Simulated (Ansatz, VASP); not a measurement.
Si2Mo: VASP beside Ansatz

File INCAR:

```
SYSTEM = Si2Mo
ALGO = Normal ; EDIFF = 1E-6
ENCUT = 520 ; ISIF = 2
ISMEAR = -1 ; LASPH = .TRUE.
LCHARG = .TRUE. ; LELF = .TRUE.
LREAL = .FALSE. ; LVHAR = .TRUE.
LWAVE = .FALSE. ; NBANDS = 18
NELM = 100 ; PREC = Accurate
SIGMA = 0.05
```

File KPOINTS:

```
k-points
0
G
  15 15 15
  0 0 0
```

File POSCAR:

```
Si2Mo
1.0
   -1.5523776592      1.5523776592      3.8206275473
    1.5523776592     -1.5523776592      3.8206275473
    1.5523776592      1.5523776592     -3.8206275473
Mo Si
1 2
Direct
    0.0000000000      0.0000000000      0.0000000000
    0.3343302157      0.3343302157      0.0000000000
   -0.3343302157     -0.3343302157      0.0000000000
```

Input for Ansatz:

```yaml
crystal:
  lattice:
    - [-1.5523776592, 1.5523776592, 3.8206275473]
    - [1.5523776592, -1.5523776592, 3.8206275473]
    - [1.5523776592, 1.5523776592, -3.8206275473]
  atoms:
    - { symbol: Mo, position: [0.0, 0.0, 0.0] }
    - { symbol: Si, position: [0.3343302157, 0.3343302157, 0.0] }
    - { symbol: Si, position: [-0.3343302157, -0.3343302157, 0.0] }
kpoints:
  mp_grid: { grid: [15, 15, 15] }
scf:
  occupations: { method: fermi_dirac, width: 0.05 }
hamiltonian:
  xc: lda
  pseudopotentials: { kind: paw }
output:
  forces: true
  stress: true
  eigenvalues: true
  populations: true
```

Change from the starting cell: volume scaled by 0.94, PAW files.

Alike in both runs: task single point; functional LDA; k mesh 15 × 15 × 15; occupations fermi-dirac, width 0.05 eV; no spin polarisation.

|  | VASP | Ansatz |
| --- | --- | --- |
| version | VASP 6.6.1 | Ansatz 0.2.0 |
| potentials or method | VASP PAW LDA potentials, release 64 (Mo_sv, Si) | PAW with Ansatz's default frozen-core files, scalar-relativistic |
| plane-wave cutoff (eV) | 520 | 420 |
| valence electrons in the cell | 22 | 22 |

Ansatz gave:

| Quantity | Value |
| --- | --- |
| pressure (GPa) | 15.9 |
| rms of the force components (eV/Å) | 0.000 |

Q: What did VASP give for the same quantities?

A: Pressure (GPa): 16.7; rms of the force components (eV/Å): 0.007.

LDA's correlation is that of Perdew and Zunger in VASP and of Perdew and Wang (1992) in Ansatz. Atom by atom the forces differ by 0.007 eV/Å (rms over components).
